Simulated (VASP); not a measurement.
Wanted: the native input for a VASP 6.6.1 run.

| Property | Result |
| --- | --- |
| Task | relaxation of cell and atoms |
| Functional | PBEsol |
| Potentials or basis | VASP PAW PBE potentials, release 64 (Ta_pv, O) |
| Cutoff | 600 eV |
| k mesh | 6 × 6 × 4 |
| Occupations | gaussian, width 0.1 eV |
| Spin | no spin polarisation |
| Dipole correction | no |
| Further INCAR settings | ALGO = Normal; EDIFF = 1e-06; IBRION = 2; EDIFFG = -0.05; NSW = 100; ISIF = 3 |

The structure of Ta4O lies in POSCAR:

```
Ta4O
1.0
    3.2574970000      0.0000000000      0.0000000000
    0.0000000000      3.2574970000      0.0000000000
    0.0000000000      0.0000000000      7.4093410000
Ta O
4 1
Direct
    0.0000000000      0.0000000000      0.5000000000
    0.5000000000      0.5000000000      0.7831580000
    0.5000000000      0.5000000000      0.2168420000
    0.0000000000      0.0000000000      0.0000000000
    0.5000000000      0.5000000000      0.5000000000
```

These files were run (other wordings do the same):

INCAR

```
PREC = Accurate
ENCUT = 600
EDIFF = 1E-6
ISMEAR = 0
SIGMA = 0.1
LREAL = False
LASPH = True
NELM = 60
ALGO = Normal
ISIF = 3
LWAVE = False
LCHARG = False
GGA = PS
IBRION = 2
NSW = 100
EDIFFG = -0.05
```

KPOINTS

```
regular mesh
0
Gamma
  6 6 4
```

Potentials or basis: VASP PAW PBE potentials, release 64 (Ta_pv, O).

Command:

```bash
$ cat potpaw_PBE.64/Ta_pv/POTCAR potpaw_PBE.64/O/POTCAR > POTCAR
$ mpirun -np 1 vasp_std > vasp.out
```

Results of the run:

```
Relaxed volume                        : 15.19 Å³/atom
Relaxed cell                          : a = 3.209 Å, b = 3.209 Å, c = 7.374 Å, α = 90.00°, β = 90.00°, γ = 90.00°
Space group after relaxing (to 0.1 Å) : P4/mmm (No. 123)
Energy gained by relaxing             : 14.4 meV/atom
Ionic steps                           : 8
Pressure after relaxing               : -0.4 GPa
Largest force after relaxing          : 0.048 eV/Å
Band gap on the k mesh                : zero (bands 25 and 26 overlap by 0.52 eV)
```

Caveat: the PAW data sets were made with another functional, which shifts forces and pressure a little; spin-orbit coupling is left out, which moves the levels of the heavy elements; the relaxation stopped at a loose force limit of 0.05 eV/Å, so its end isn't a converged minimum.

Run time: 6.5 min on 1 thread of Intel Xeon 8259CL (shared host), peak memory 0.26 GiB.
